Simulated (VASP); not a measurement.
A run of VASP 6.6.1 is set up as follows.

Contents of INCAR:

```
SYSTEM = MoS2
PREC = Accurate
ENCUT = 520
EDIFF = 1E-7
ISMEAR = 0
SIGMA = 0.02
LREAL = .FALSE.
LASPH = .TRUE.
NELM = 100
ALGO = Normal
ISIF = 2
LWAVE = .FALSE.
LCHARG = .FALSE.
GGA = PE
IVDW = 12
NBANDS = 35
```

File KPOINTS:

```
regular mesh
0
G
  12 12 4
  0 0 0
```

The input POSCAR:

```
MoS2
1.0
    3.1491693351      0.0000000000      0.0000000000
   -1.5745846676      2.7272606450      0.0000000000
    0.0000000000      0.0000000000     12.0898532728
Mo S
2 4
Direct
    0.3333333333      0.6666666667      0.2500000000
    0.6666666667      0.3333333333      0.7500000000
    0.3333333333      0.6666666667      0.6204902089
    0.6666666667      0.3333333333      0.1204902089
    0.3333333333      0.6666666667      0.8795097911
    0.6666666667      0.3333333333      0.3795097911
```

Potentials or basis: VASP PAW PBE potentials, release 64 (Mo_sv, S).

Run with:

```sh
$ cat potpaw_PBE.64/Mo_sv/POTCAR potpaw_PBE.64/S/POTCAR > POTCAR
$ mpirun -np 1 vasp_std > vasp.out
```

Q: What does it give for the largest force?

A: 0.011 eV/Å.

Q: Estimate the dispersion energy per atom.

A: -0.438 eV.

Q: Estimate the pressure.

A: -0.1 GPa.

Q: Predict the band gap on the k mesh.

A: 0.80 eV (least direct gap 1.70 eV).

Forces on the atoms (eV/Å):
```
Mo   0.000  0.000  0.000
Mo   0.000  0.000  0.000
S    0.000  0.000  0.011
S    0.000  0.000  0.011
S    0.000  0.000 -0.011
S    0.000  0.000 -0.011
```

**Measured values to compare with.**

“Multiwavelength excitation Raman Scattering Analysis of bulk and 2 dimensional MoS2: Vibrational properties of atomically thin MoS2 layers”, 2015, arxiv:1506.03228 reports, for a bulk crystal of MoS2 at 300 K: band gap 1.3 eV (indirect).

A measured gap of MoS2 is 1.3 eV (indirect; 300 K; “Multiwavelength excitation Raman Scattering Analysis of bulk and 2 dimensional MoS2: Vibrational properties of atomically thin MoS2 layers”, 2015, arxiv:1506.03228); the calculated 0.80 eV misses it by -0.50 eV. Spin-orbit coupling on Mo is left out. The value is that of PBE+D3(BJ) on a finite k mesh, which can miss the band edges, without temperature or zero-point motion. Semilocal functionals fall short of measured gaps as a rule.
